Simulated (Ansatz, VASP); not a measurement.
## Two plane-wave programs on Sn

```
Sn
1.0
    -1.75441    1.75461    2.10247
     1.75441   -1.75461    2.10247
     1.75441    1.75461   -2.10247
Sn
1
Cartesian
  0.0000 0.0000 0.0000
```

Change from the starting cell: strain -0.0300 x Voigt [0, 0, 1, 0, 0, 0], atoms carried along.

Alike in both runs: task single point; functional PBE; dispersion D3(BJ); k mesh 24 × 24 × 24; occupations gaussian, width 0.15 eV; no spin polarisation.

```csv
,VASP,Ansatz
version,VASP 6.6.1,Ansatz 0.2.0
potentials or method,"VASP PAW PBE potentials, release 64 (Sn_d), cutoff 520 eV","scalar-relativistic, plane waves, PAW"
valence electrons in the cell,14,14
```

|  | VASP | Ansatz | Ansatz less VASP |
| --- | --- | --- | --- |
| gap on the k mesh at the Fermi level (eV) | none | none | - |
| pressure (GPa) | 1.6 | 1.6 | +0.03 |
| traceless stress, the component that is largest in VASP (GPa) | -0.17 | -0.17 | -0.006 |

A gap of «none» marks a metal or a gap that the smearing closes.
